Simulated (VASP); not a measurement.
A run of VASP 6.6.1:

INCAR

```
SYSTEM = HC6
PREC = Accurate
ENCUT = 520
EDIFF = 1E-6
ISMEAR = 0
SIGMA = 0.1
LREAL = .False.
LASPH = .True.
NELM = 60
ALGO = Normal
ISIF = 2
LWAVE = .False.
LCHARG = .True.
LDIPOL = .True.
IDIPOL = 3
DIPOL = 0.5 0.5 0.301
GGA = CA
LELF = .True.
LVHAR = .True.
LVACPOTAV = .True.
NBANDS = 38
```

Contents of KPOINTS:

```
regular mesh
0
Gamma
  6 3 1
  0 0 0
```

Contents of POSCAR:

```
HC6
1.0
    4.8895256614      0.0000000000      0.0000000000
   -1.2223814153      8.7849592876      0.0000000000
    0.0000000000      0.0000000000     22.7474729025
C H
12 2
Direct
    0.0193612757      0.0774451030      0.1758437088
    0.5193612758      0.0774451030      0.1758437088
    0.2742015947      0.0968063788      0.2059542860
    0.7742015947      0.0968063788      0.2059542860
    0.2838822326      0.1355289303      0.2661754406
    0.7838822326      0.1355289303      0.2661754406
    0.0386279421      0.1545151615      0.2955067254
    0.5386279421      0.1545151615      0.2955067254
    0.0488684834      0.1954807970      0.3583587359
    0.5488684834      0.1954807970      0.3583587359
    0.3031723044      0.2126952264      0.3845470194
    0.8031723044      0.2126952264      0.3845470194
    0.0488684834      0.0912483108      0.4183969333
    0.0488684834      0.2997132832      0.4183969333
```

Potentials or basis: VASP PAW LDA potentials, release 64 (C, H).

The run is started by

```sh
$ cat potpaw_LDA.64/C/POTCAR potpaw_LDA.64/H/POTCAR > POTCAR
$ mpirun -np 1 vasp_std > vasp.out
```

Hardware: 1 thread of Intel(R) Xeon(R) Platinum 8488C (Sapphire Rapids), on a shared host.

Problem. Estimate the wall time of this run.

Solution. Run time: 9.7 min on 1 thread of Intel(R) Xeon(R) Platinum 8488C (Sapphire Rapids), with other jobs on the host, peak memory 0.79 GiB. Counts: scf iterations 29, k points 10.
